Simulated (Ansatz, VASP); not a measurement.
## GaP: VASP beside Ansatz

```
Ga P
1.0
     1.92997    1.11427    6.38765
    -1.92997    1.11427    6.38765
     0.00000   -2.22854    6.38765
Ga P
2 2
Direct
  0.56463 0.56463 0.56463
  0.43537 0.43537 0.43537
  0.94261 0.94261 0.94261
  0.05739 0.05739 0.05739
```

Change from the starting cell: volume scaled by 0.98.

Alike in both runs: task single point; functional LDA; k mesh 8 × 8 × 8; occupations fermi-dirac, width 0.05 eV; no spin polarisation.

|  | VASP | Ansatz |
| --- | --- | --- |
| version | VASP 6.6.1 | Ansatz 0.2.0 |
| potentials or method | VASP PAW LDA potentials, release 64 (Ga_d, P), cutoff 520 eV | all-electron LAPW, scalar-relativistic |

|  | VASP | Ansatz | Ansatz less VASP |
| --- | --- | --- | --- |
| gap on the k mesh at the Fermi level (eV) | 0.73 | 0.72 | -0.009 |
| least direct gap on the mesh (eV) | 1.00 | 0.99 | -0.009 |
| pressure (GPa) | -3.4 | -3.4 | -0.04 |
| traceless stress, the component that is largest in VASP (GPa) | 0.29 | 0.33 | +0.044 |
| rms of the force components (eV/Å) | 0.066 | 0.080 | +0.0142 |

LDA's correlation is that of Perdew and Zunger in VASP and of Perdew and Wang (1992) in Ansatz. Atom by atom the forces differ by 0.015 eV/Å (rms over components). Ansatz ran all-electron here, and VASP with PAW potentials.
